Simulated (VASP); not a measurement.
**SbBr2: single point with PBE**

SbBr2:

```
CELL_PARAMETERS angstrom
6.45768 0.00000 0.00000
0.00000 6.45768 0.00000
0.00000 0.00000 6.45768
ATOMIC_POSITIONS crystal
Sb 0.00000 0.00000 0.00000
Sb 0.50000 0.50000 0.50000
Br 0.25000 0.25000 0.25000
Br 0.25000 0.75000 0.75000
Br 0.75000 0.75000 0.25000
Br 0.75000 0.25000 0.75000
```

| Quantity | Value |
| --- | --- |
| Program | VASP 6.6.1 |
| Task | single point |
| Functional | PBE |
| Potentials or basis | VASP PAW PBE potentials, release 64 (Sb, Br) |
| Cutoff | 520 eV |
| k mesh | 6 × 6 × 6 |
| Occupations | gaussian, width 0.1 eV |
| Spin | no spin polarisation |

* Pressure: -0.1 GPa
* Band gap on the k mesh: zero (bands 19 and 20 overlap by 0.92 eV)

Levels at points of the mesh, in eV from the Fermi level:
| k point | band 16 | band 17 | band 18 | band 19 | band 20 | band 21 | band 22 | band 23 |
| --- | --- | --- | --- | --- | --- | --- | --- | --- |
| (0.00, 0.00, 0.00) | -2.66 | -2.66 | -0.78 | -0.64 | -0.64 | -0.64 | 3.09 | 3.09 |
| (0.50, 0.00, 0.00) | -2.81 | -2.78 | -2.78 | 0.28 | 0.28 | 1.64 | 1.64 | 1.96 |
| (0.50, 0.50, 0.00) | -2.76 | -2.61 | -2.61 | 0.22 | 0.22 | 1.70 | 1.70 | 2.33 |
| (0.50, 0.50, 0.50) | -2.56 | -2.56 | -0.79 | -0.42 | -0.42 | -0.42 | 2.89 | 2.89 |

Wall time 3.1 min on 1 thread of Intel(R) Xeon(R) Platinum 8488C (Sapphire Rapids), on a shared host, peak memory 0.37 GiB.

Caveat: spin-orbit coupling is left out, which moves the levels of the heavy elements.
